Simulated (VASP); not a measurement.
# SiO2 (P4_2/mnm) in VASP: further runs

Runs on SiO2. Level: LDA. Tasks: single point.

Program: VASP 6.6.1. These are calculated values, not measurements. Logs are shortened: lines on timing, memory, paths and dates and some standing lists are left out, and cuts for length are marked.

### 1 The cell of the first run

Symmetry: P4_2/mnm, No. 136, tetragonal system. The conventional cell has a = 4.155 Å, b = 4.155 Å, c = 2.789 Å, α = 90.00°, β = 90.00°, γ = 90.00°. Si (site symmetry mmm) has 6 O at 1.80 Å within 2.4 Å. Within 2.4 Å of O (site symmetry m2m) lie 3 Si at 1.80 Å and 1 O at 2.28 Å.

### 2 Single point, LDA

Input file INCAR:

```
PREC = Accurate
ENCUT = 520
EDIFF = 1E-6
ISMEAR = 0
SIGMA = 0.05
LREAL = False
LASPH = True
NELM = 80
ALGO = Normal
ISIF = 2
LWAVE = False
LCHARG = False
NBANDS = 25
```

Input file KPOINTS:

```
regular mesh
0
Gamma
  6 6 8
```

Input file POSCAR:

```
SiO2
1.0
    4.1551517022      0.0000000000      0.0000000000
    0.0000000000      4.1551517022      0.0000000000
    0.0000000000      0.0000000000      2.7891000000
Si O
2 4
Direct
    0.5000000000      0.5000000000      0.5000000000
    0.0000000000      0.0000000000      0.0000000000
    0.6944252994      0.6944252994      0.0000000000
    0.1944252994      0.8055747006      0.5000000000
    0.3055747006      0.3055747006      0.0000000000
    0.8055747006      0.1944252994      0.5000000000
```

Potentials or basis: VASP PAW LDA potentials, release 64 (Si, O).

Run with:

```console
cat potpaw_LDA.64/Si/POTCAR potpaw_LDA.64/O/POTCAR > POTCAR
mpirun -np 1 vasp_std > vasp.out
```

OUTCAR:

```text
PREC = Accurate
   ENCUT = 520
   EDIFF = 1E-6
   ISMEAR = 0
   LREAL = False
   LASPH = True
   NELM = 80
   ISIF = 2

 ion  position               nearest neighbor table
   1  0.500  0.500  0.500-   4 1.80   6 1.80   5 1.80   3 1.80   3 1.80   5 1.80
   2  0.000  0.000  0.000-   3 1.80   5 1.80   4 1.80   6 1.80   4 1.80   6 1.80
   3  0.694  0.694  0.000-   2 1.80   1 1.80   1 1.80
   4  0.194  0.806  0.500-   1 1.80   2 1.80   2 1.80
   5  0.306  0.306  0.000-   2 1.80   1 1.80   1 1.80
   6  0.806  0.194  0.500-   1 1.80   2 1.80   2 1.80

  LATTYP: Found a simple tetragonal cell.
 ALAT       =     4.1551517022
 C/A-ratio  =     0.6712390305

  Lattice vectors:

 A1 = (   4.1551517022,   0.0000000000,   0.0000000000)
 A2 = (   0.0000000000,   4.1551517022,   0.0000000000)
 A3 = (   0.0000000000,   0.0000000000,   2.7891000000)

Analysis of symmetry for initial positions (statically):
=====================================================================
 Subroutine PRICEL returns:
 Original cell was already a primitive cell.

 Routine SETGRP: Setting up the symmetry group for a
 simple tetragonal supercell.

 Subroutine GETGRP returns: Found 16 space group operations
 (whereof  8 operations were pure point group operations)
 out of a pool of 16 trial point group operations.

The static configuration has the point symmetry D_2h.
 The point group associated with its full space group is D_4h.

Analysis of symmetry for dynamics (positions and initial velocities):
=====================================================================
 Subroutine PRICEL returns:
 Original cell was already a primitive cell.

 Routine SETGRP: Setting up the symmetry group for a
 simple tetragonal supercell.

 Subroutine GETGRP returns: Found 16 space group operations
 (whereof  8 operations were pure point group operations)
 out of a pool of 16 trial point group operations.

The dynamic configuration has the point symmetry D_2h.
 The point group associated with its full space group is D_4h.

 Subroutine INISYM returns: Found 16 space group operations
 (whereof  8 operations are pure point group operations),
 and found     1 'primitive' translations

----------------------------------------------------------------------------------------

                                     Primitive cell

  volume of cell :      48.1546

  direct lattice vectors                    reciprocal lattice vectors
     4.155151702  0.000000000  0.000000000     0.240665100  0.000000000  0.000000000
     0.000000000  4.155151702  0.000000000     0.000000000  0.240665100  0.000000000
     0.000000000  0.000000000  2.789100000     0.000000000  0.000000000  0.358538597

  length of vectors
     4.155151702  4.155151702  2.789100000     0.240665100  0.240665100  0.358538597

  position of ions in fractional coordinates (direct lattice)
     0.500000000  0.500000000  0.500000000
     0.000000000  0.000000000  0.000000000
     0.694425299  0.694425299  0.000000000
     0.194425299  0.805574701  0.500000000
     0.305574701  0.305574701  0.000000000
     0.805574701  0.194425299  0.500000000

  ion indices of the primitive-cell ions
   primitive index   ion index
                 1           1
                 2           2
                 3           3
                 4           4
                 5           5
                 6           6

----------------------------------------------------------------------------------------

 KPOINTS: regular mesh

Automatic generation of k-mesh.
 Grid dimensions read from file:
 generate k-points for:    6    6    8

 Generating k-lattice:

  Cartesian coordinates                     Fractional coordinates (reciprocal lattice)
     0.040110850  0.000000000  0.000000000     0.166666667  0.000000000  0.000000000
     0.000000000  0.040110850  0.000000000     0.000000000  0.166666667  0.000000000
     0.000000000  0.000000000  0.044817325     0.000000000  0.000000000  0.125000000

  Length of vectors
     0.040110850  0.040110850  0.044817325

  Shift w.r.t. Gamma in fractional coordinates (k-lattice)
     0.000000000  0.000000000  0.000000000

 Subroutine IBZKPT returns following result:
 ===========================================

 Found     50 irreducible k-points:

 Following reciprocal coordinates:
            Coordinates               Weight
  0.000000  0.000000  0.000000      1.000000
  0.166667  0.000000  0.000000      4.000000
  0.333333  0.000000  0.000000      4.000000
  0.500000  0.000000  0.000000      2.000000
  0.166667  0.166667  0.000000      4.000000
  0.333333  0.166667  0.000000      8.000000
[... 16 lines left out ...]
  0.333333  0.000000  0.250000      8.000000
  0.500000  0.000000  0.250000      4.000000
 [... further k-points ...]
   k-points           NKPTS =     50   k-points in BZ     NKDIM =     50   number of bands    NBANDS=     25
   number of dos      NEDOS =    301   number of ions     NIONS =      6
   total plane-waves  NPLWV =  24576
   dimension x,y,z NGX =    32 NGY =   32 NGZ =   24
   dimension x,y,z NGXF=    64 NGYF=   64 NGZF=   48
   ions per type =               2   4
   NGX,Y,Z   is equivalent  to a cutoff of  12.80, 12.80, 14.31 a.u.
   NGXF,Y,Z  is equivalent  to a cutoff of  25.61, 25.61, 28.61 a.u.
 SYSTEM =  unknown system
   PREC   = accura    normal or accurate (medium, high low for compatibility)
   ISTART =      0    job   : 0-new  1-cont  2-samecut
   ICHARG =      2    charge: 1-file 2-atom 10-const
   ISPIN  =      1    spin polarized calculation?
   LNONCOLLINEAR =      F non collinear calculations
   LSORBIT =      F    spin-orbit coupling
   LASPH  =      T    aspherical Exc in radial PAW
   ENCUT  =  520.0 eV  38.22 Ry    6.18 a.u.   7.73  7.73  5.19*2*pi/ulx,y,z
   NELM   =     80;   NELMIN=  2; NELMDL= -5     # of ELM steps
   EDIFF  = 0.1E-05   stopping-criterion for ELM
   LREAL  =      F    real-space projection
   EDIFFG = 0.1E-04   stopping-criterion for IOM
   NSW    =      0    number of steps for IOM
   IBRION =     -1    ionic relax: 0-MD 1-quasi-New 2-CG
   NFREE  =      0    steps in history (QN), initial steepest desc. (CG)
   ISIF   =      2    stress and relaxation
   ISYM   =      2    0-nonsym 1-usesym 2-fastsym
   POTIM  = 0.5000    time-step for ionic-motion
   TEBEG  =    0.0;   TEEND  =   0.0 temperature during run
   PSTRESS=    0.0 pullay stress
   NELECT =      32.0000    total number of electrons
   NUPDOWN=      -1.0000    fix difference up-down
   EMIN   =  10.00;   EMAX   =-10.00  energy-range for DOS
   EFERMI =   0.00;   METHOD = LEGACY
   ISMEAR =     0;   SIGMA  =   0.05  broadening in eV -4-tet -1-fermi 0-gaus
   EFERMI_NEDOS =   21; number of points for ismear=-14 and -15
   IALGO  =     38    algorithm
   IMIX   =      4    mixing-type and parameters
     AMIX     =   0.40;   BMIX     =  1.00
     AMIX_MAG =   1.60;   BMIX_MAG =  1.00
  volume/ion in A,a.u.               =       8.03        54.16
  Fermi-wavevector in a.u.,A,eV,Ry     =   1.428605  2.699672 27.768302  2.040913
  Thomas-Fermi vector in A             =   2.548649
   LORBIT       =      0    0 simple, 1 ext, 2 COOP (PROOUT), +10 PAW based schemes
   GGA     = CA    functional components
   LHFCALC =     F    Hartree Fock is set to
   AEXX    =    0.0000 exact exchange contribution
   IVDW    =     0    specifies the selected vdW correction
   LEPSILON=     F    determine dielectric tensor
   LRPA    =     F    only Hartree local field effects (RPA)
 non-spin polarized calculation
 Gauss-broadening in eV      SIGMA  =   0.05
  energy-cutoff  :      520.00
  volume of cell :       48.15
 maximum number of plane-waves:      1344
 NGX is ok and might be reduce to    32
   NGX = 15   NGY = 15   NGZ = 11

 number of electron      31.9999989 magnetization

 Free energy of the ion-electron system (eV)
  ---------------------------------------------------
  ext. energy  EPLUGINS =         0.00000000
  ---------------------------------------------------
  free energy    TOTEN  =       -51.77418790 eV

  energy without entropy =      -51.77418790  energy(sigma->0) =      -51.77418790

 E-fermi :   7.8883     XC(G=0): -12.5793

 val. band max:        7.6854654614   @ k =   0.0000   0.0000   0.0000
 cond. band min:      12.4877774370   @ k =   0.0000   0.0000   0.0000
 fundamental gap:      4.8023119755
 Fermi energy:         7.8882537868

 k-point     1 :       0.0000    0.0000    0.0000
  band No.  band energies     occupation
      1     -14.3251      2.00000
      2     -10.6543      2.00000
      3     -10.6543      2.00000
      4     -10.3204      2.00000
      5      -3.0540      2.00000
      6       1.5953      2.00000
[... 17 lines left out ...]
     24      21.7629      0.00000
     25      22.9730      0.00000

 k-point     2 :       0.1667    0.0000    0.0000
  band No.  band energies     occupation
      1     -14.1762      2.00000
      2     -11.2876      2.00000
      3     -10.5800      2.00000
      4     -10.0142      2.00000
      5      -2.8252      2.00000
      6       0.8371      2.00000
[... 17 lines left out ...]
     24      21.1834      0.00000
     25      22.7516      0.00000

 k-point     3 :       0.3333    0.0000    0.0000
  band No.  band energies     occupation
      1     -13.7403      2.00000
      2     -12.1932      2.00000
      3     -10.3792      2.00000
      4      -9.9474      2.00000
      5      -2.2183      2.00000
      6      -0.3036      2.00000
[... 17 lines left out ...]
     24      21.1563      0.00000
     25      21.2817      0.00000

 k-point     4 :       0.5000    0.0000    0.0000
  band No.  band energies     occupation
      1     -13.0547      2.00000
      2     -13.0547      2.00000
      3     -10.1249      2.00000
      4     -10.1249      2.00000
      5      -1.3549      2.00000
      6      -1.3549      2.00000
[... 17 lines left out ...]
     24      19.9293      0.00000
     25      22.2615      0.00000
[... 477 lines left out ...]
 k-point    22 :       0.1667    0.0000    0.2500
  band No.  band energies     occupation
      1     -13.4510      2.00000
      2     -10.9811      2.00000
      3     -10.3016      2.00000
      4     -10.1064      2.00000
      5      -2.6011      2.00000
      6       0.4665      2.00000
[... 17 lines left out ...]
     24      20.7516      0.00000
     25      21.3702      0.00000

 k-point    23 :       0.3333    0.0000    0.2500
  band No.  band energies     occupation
      1     -13.0555      2.00000
      2     -11.7077      2.00000
      3     -10.1944      2.00000
      4     -10.0229      2.00000
      5      -1.8424      2.00000
      6       0.0140      2.00000
[... 17 lines left out ...]
     24      19.8447      0.00000
     25      20.9840      0.00000

 k-point    24 :       0.5000    0.0000    0.2500
  band No.  band energies     occupation
      1     -12.4455      2.00000
      2     -12.4455      2.00000
      3     -10.0772      2.00000
      4     -10.0772      2.00000
      5      -0.8475      2.00000
      6      -0.8475      2.00000
[... 17 lines left out ...]
     24      19.7564      0.00000
     25      20.9002      0.00000

 [... further k-points ...]
[... 5 lines left out ...]
  --------------------------------------------------------------------------------------
  -------------------------------------------------------------------------------------
  Total       -2.3402718     -2.3402718     -8.7355961     -0.0000000      0.0000000      0.0000000
  in kB      -77.8644169    -77.8644169   -290.6466167     -0.0000000      0.0000000      0.0000000
  external PRESSURE =    -148.7918168 kB  Pullay stress =       0.0000000 kB

 VOLUME and BASIS-vectors are now :
 -----------------------------------------------------------------------------
  energy-cutoff  :      520.00
  volume of cell :       48.15
      direct lattice vectors                 reciprocal lattice vectors
     4.155151702  0.000000000  0.000000000     0.240665100  0.000000000  0.000000000
     0.000000000  4.155151702  0.000000000     0.000000000  0.240665100  0.000000000
     0.000000000  0.000000000  2.789100000     0.000000000  0.000000000  0.358538597

 POSITION                                       TOTAL-FORCE (eV/Angst)
 -----------------------------------------------------------------------------------
      2.07758      2.07758      1.39455         0.000000     -0.000000     -0.000000
      0.00000      0.00000      0.00000         0.000000     -0.000000     -0.000000
      2.88544      2.88544      0.00000         0.039001      0.039001     -0.000000
      0.80787      3.34729      1.39455         0.039001     -0.039001     -0.000000
      1.26971      1.26971      0.00000        -0.039001     -0.039001      0.000000
      3.34729      0.80787      1.39455        -0.039001      0.039001     -0.000000
 -----------------------------------------------------------------------------------
    total drift:                                0.000000      0.000000     -0.000000

  FREE ENERGIE OF THE ION-ELECTRON SYSTEM (eV)
  ---------------------------------------------------
  free  energy   TOTEN  =       -51.7741879041 eV

  energy  without entropy=      -51.7741879041  energy(sigma->0) =      -51.77418790
```

It took 46 s on 1 thread of Intel Xeon 8259CL, shared host; peak memory 0.17 GiB.

What came out:

```
Free energy            : -51.7742 eV
Pressure               : -14.9 GPa
Largest force          : 0.055 eV/Å
Band gap on the k mesh : 4.80 eV
```

Forces in eV/Å, atoms in the order of the input:
```
Si   0.000  0.000  0.000
Si   0.000  0.000  0.000
O    0.039  0.039  0.000
O    0.039 -0.039  0.000
O   -0.039 -0.039  0.000
O   -0.039  0.039  0.000
```

Caveat: the cell stands under tension. A k mesh can miss the band edges.

### 3 Single point, LDA

This run uses another cell than the first one, of 7.26 Å³/atom.

Input file INCAR:

```
  PREC = Accurate
  ENCUT = 520
  EDIFF = 1E-6
  ISMEAR = 0
  SIGMA = 0.05
  LREAL = False
  LASPH = True
  NELM = 100
  ALGO = Normal
  ISIF = 2
  LWAVE = False
  LCHARG = False
  NBANDS = 25
```

Input file KPOINTS:

```
Automatic mesh
0
Gamma
  6 6 8
```

POSCAR, as its differences from that of step 2:

```diff
@@ -2,5 +2,5 @@
 1.0
-    4.1551517022      0.0000000000      0.0000000000
-    0.0000000000      4.1551517022      0.0000000000
-    0.0000000000      0.0000000000      2.7891000000
+    4.2549000000      0.0000000000      0.0000000000
+    0.0000000000      4.2549000000      0.0000000000
+    0.0000000000      0.0000000000      2.4058000000
 Si O
```

Potentials or basis: VASP PAW LDA potentials, release 64 (Si, O).

Run with:

```console
cat potpaw_LDA.64/Si/POTCAR potpaw_LDA.64/O/POTCAR > POTCAR
mpirun -np 1 vasp_std > vasp.out
```

Wall time 52 s (1 thread of AMD EPYC 7R13, shared host); peak memory 0.13 GiB.

The run converged. Its results:

```
Free energy            : -50.8273 eV
Pressure               : 31.8 GPa
Largest force          : 0.029 eV/Å
Band gap on the k mesh : 6.86 eV
```

Forces on the atoms (eV/Å):
```
Si   0.000  0.000  0.000
Si   0.000  0.000  0.000
O   -0.020 -0.020  0.000
O   -0.020  0.020  0.000
O    0.020  0.020  0.000
O    0.020 -0.020  0.000
```

Stress tensor (GPa, compression positive):
```
 3.55  0.00  0.00
 0.00  3.55  0.00
 0.00  0.00 88.41
```

Levels at points of the mesh, in eV from the valence-band top:
```tsv
k point	band 13	band 14	band 15	band 16	band 17	band 18	band 19	band 20
(0.00, 0.00, 0.00)	-1.65	-1.01	-1.01	0.00	6.86	9.00	10.56	10.56
(0.50, 0.00, 0.00)	-1.93	-1.93	-1.24	-1.24	9.12	9.12	10.68	10.68
(0.50, 0.50, 0.00)	-2.52	-2.52	-2.40	-2.40	9.16	9.16	11.29	11.29
(0.00, 0.00, 0.50)	-2.89	-2.89	-2.80	-2.80	9.64	9.64	12.43	12.43
(0.50, 0.00, 0.50)	-2.53	-2.53	-1.78	-1.78	9.06	9.06	9.49	9.49
(0.50, 0.50, 0.50)	-2.02	-2.02	-1.56	-1.56	7.47	7.47	11.04	11.04
```

Caveat: the cell stands under pressure. A k mesh can miss the band edges.

### 4 Single point, LDA

This run uses another cell than the first one, of 7.28 Å³/atom.

Input file INCAR:

```
SYSTEM = SiO2
PREC = Accurate
ENCUT = 520
EDIFF = 1E-7
ISMEAR = 0
SIGMA = 0.05
LREAL = .False.
LASPH = .True.
NELM = 100
ALGO = Normal
ISIF = 2
LWAVE = .False.
LCHARG = .False.
NBANDS = 25
```

Input file KPOINTS:

```
regular mesh
0
Gamma
  6 6 8
  0 0 0
```

POSCAR, as its differences from that of step 3:

```diff
@@ -2,5 +2,5 @@
 1.0
-    4.2549000000      0.0000000000      0.0000000000
-    0.0000000000      4.2549000000      0.0000000000
-    0.0000000000      0.0000000000      2.4058000000
+    4.2050000000      0.0000000000      0.0000000000
+    0.0000000000      4.2050000000      0.0000000000
+    0.0000000000      0.0000000000      2.4697000000
 Si O
```

Run with:

```console
cat potpaw_LDA.64/Si/POTCAR potpaw_LDA.64/O/POTCAR > POTCAR
mpirun -np 1 vasp_std > vasp.out
```

Wall time 70 s (1 thread of AMD EPYC 7R13, shared host); peak memory 0.13 GiB.

Results (log left out):

```yaml
Free_energy: -51.3385 eV
Pressure: 26.7 GPa
Largest_force: 0.099 eV/Å
Band_gap_on_the_k_mesh: 6.92 eV
```

Forces on the atoms (eV/Å):
```
Si   0.000  0.000  0.000
Si   0.000  0.000  0.000
O    0.070  0.070  0.000
O    0.070 -0.070  0.000
O   -0.070 -0.070  0.000
O   -0.070  0.070  0.000
```

Stress tensor (GPa, compression positive):
```
 7.51  0.00  0.00
 0.00  7.51  0.00
 0.00  0.00 65.13
```

Levels at points of the mesh, in eV from the valence-band top:
```csv
k point,band 14,band 15,band 16,band 17,band 18,band 19
"(0.00, 0.00, 0.00)",-1.00,-1.00,0.00,6.92,8.19,10.10
"(0.50, 0.00, 0.00)",-2.30,-1.22,-1.22,9.21,9.21,10.25
"(0.50, 0.50, 0.00)",-2.77,-2.63,-2.63,8.85,8.85,11.26
"(0.00, 0.00, 0.50)",-3.11,-2.89,-2.89,9.62,9.62,12.64
"(0.50, 0.00, 0.50)",-2.56,-1.88,-1.88,9.06,9.06,9.72
"(0.50, 0.50, 0.50)",-2.03,-1.66,-1.66,7.53,7.53,11.05
```

Caveat: the cell stands under pressure. A k mesh can miss the band edges.

[end of part 1 of 2]
